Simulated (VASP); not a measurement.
Here is a VASP 6.6.1 calculation.

INCAR

```
SYSTEM = Si6O11
  ALGO = Normal
  EDIFF = 1E-6
  ENCUT = 520
  GGA = PE
  ISIF = 2
  ISMEAR = 0
  LASPH = .True.
  LCHARG = .False.
  LREAL = Auto
  LWAVE = .False.
  NBANDS = 59
  NELECT = 88.0
  NELM = 80
  PREC = Accurate
  SIGMA = 0.05
```

File KPOINTS:

```
k-points
0
Gamma
  4 4 2
  0 0 0
```

File POSCAR:

```
Si6O11
1.0
   -2.5103274377      4.3480146658      0.0000000000
    0.0000000000      0.0000000000      5.5092660079
    7.5309823132      4.3480146658      0.0000000000
Si O
6 11
Direct
    0.7617495765      0.3333333333      0.2382504235
    0.2617495765      0.3333333333      0.7382504235
    0.9765008470      0.6666666667      0.5000000000
    0.4765008470      0.6666666667      0.0000000000
    0.2617495765      0.0000000000      0.2617495765
    0.7617495765      0.0000000000      0.7617495765
    0.0486521033      0.2055717715      0.2072260374
    0.5486521033      0.2055717715      0.7072260374
    0.7865130045      0.5389051049      0.3720609296
    0.2865130045      0.5389051049      0.8720609296
    0.6648348922      0.8722384382      0.9207130329
    0.2865130045      0.7944282285      0.1279390704
    0.7865130045      0.7944282285      0.6279390704
    0.6648348922      0.4610948951      0.0792869671
    0.1648348922      0.4610948951      0.5792869671
    0.1818012408     -0.1407893295      0.4272359670
    0.0486521033      0.1277615618      0.7927739626
```

Potentials or basis: VASP PAW PBE potentials, release 64 (Si, O).

Run with:

```console
$ cat potpaw_PBE.64/Si/POTCAR potpaw_PBE.64/O/POTCAR > POTCAR
$ mpirun -np 1 vasp_std > vasp.out
```

(1) What does it give for the largest force?

Answers

(1) 3.697 eV/Å.

Caveat: the k points lie up to 0.36 Å⁻¹ apart; the cell carries a net charge on a neutralising background, which shifts energy and pressure; the cell differs from its parent crystal (atom 16 moved 1.000 of the way to it and +0.125 Å across, host rigid).
